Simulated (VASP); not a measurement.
**PbS: single point with r2SCAN+D3(BJ)**

Crystal: PbS.

```
CELL_PARAMETERS angstrom
2.09373 -6.03098 0.00000
2.09373 6.03098 0.00000
0.00000 0.00000 4.30766
ATOMIC_POSITIONS crystal
Pb 0.13056 0.86944 0.25000
Pb 0.86944 0.13056 0.75000
S 0.35480 0.64520 0.25000
S 0.64520 0.35480 0.75000
```

| Quantity | Value |
| --- | --- |
| Program | VASP 6.6.1 |
| Task | single point |
| Functional | r2SCAN |
| Dispersion | D3(BJ) |
| Potentials or basis | VASP PAW PBE potentials, release 64 (Pb_d, S) |
| Cutoff | 520 eV |
| k mesh | 7 × 7 × 6 |
| Occupations | fermi-dirac, width 0.05 eV |
| Spin | no spin polarisation |
| Dipole correction | no |
| Further INCAR settings | ALGO = Normal; EDIFF = 1e-06; NBANDS = 28 |

The pressure is -2.1 GPa, the largest force is 0.125 eV/Å and the band gap on the k mesh is 1.57 eV (least direct gap 1.78 eV). The dispersion energy per atom is -0.157 eV.

Forces in eV/Å, atoms in the order of the input:
```
Pb   0.000 -0.125  0.000
Pb   0.000  0.125  0.000
S    0.000  0.099  0.000
S    0.000 -0.099  0.000
```

Stress tensor (GPa, compression positive):
```
-2.00  0.00  0.00
 0.00 -2.11  0.00
 0.00  0.00 -2.07
```

Levels at points of the mesh, in eV from the valence-band top:
```
           k point  band 17  band 18  band 19  band 20  band 21  band 22  band 23  band 24
(0.00, 0.00, 0.00)    -2.30    -1.57    -1.41    -0.42     5.09     5.23     5.29     6.01
(0.00, 0.00, 0.50)    -1.06    -1.06    -0.03    -0.03     2.25     2.25     3.19     3.19
```

It took 10 min on 1 thread of Intel(R) Xeon(R) Platinum 8488C (Sapphire Rapids), on a shared host, peak memory 0.38 GiB.

Caveat: the PAW data sets were made with another functional, which shifts forces and pressure a little; spin-orbit coupling is left out, which moves the levels of the heavy elements. A k mesh can miss the band edges.
